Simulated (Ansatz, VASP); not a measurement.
One calculation of Al12NO, two programs

```
Al N O
1.0
     5.71430    0.00000    0.00000
     0.00000    5.71430    0.00000
     0.00000    0.00000   22.17502
Al N O
12 1 1
Direct
  0.25000 0.25000 0.18038
  0.25000 0.75000 0.18038
  0.75000 0.25000 0.18038
  0.75000 0.75000 0.18038
  0.00000 0.00000 0.27441
  0.00000 0.50000 0.27441
  0.50000 0.00000 0.27441
  0.50000 0.50000 0.27441
  0.25000 0.25000 0.36866
  0.25000 0.75000 0.36866
  0.75000 0.25000 0.36866
  0.75000 0.75000 0.36866
  0.33331 0.50000 0.41917
  0.66669 0.50000 0.41917
```

Alike in both runs: task single point; functional PBE; k mesh 5 × 5 × 1; occupations gaussian, width 0.1 eV; collinear spin.

|  | VASP | Ansatz |
| --- | --- | --- |
| version | VASP 6.6.1 | Ansatz 0.2.0 |
| potentials or method | VASP PAW PBE potentials, release 64 (Al, N, O), cutoff 520 eV | scalar-relativistic, plane waves, PAW |
| valence electrons in the cell | 47 | 47 |

|  | VASP | Ansatz | Ansatz less VASP |
| --- | --- | --- | --- |
| gap on the k mesh at the Fermi level (eV) | none | none | - |
| rms of the force components (eV/Å) | 0.236 | 0.239 | +0.0030 |
| net moment per atom (μB) | 0.00 | 0.00 | 0.000 |

Atom by atom the forces differ by 0.007 eV/Å (rms over components). A gap of «none» marks a metal or a gap that the smearing closes. The functional is the same, so the differences come from potentials, cutoffs and numerics. Ansatz's warnings: seeded moment not kept.
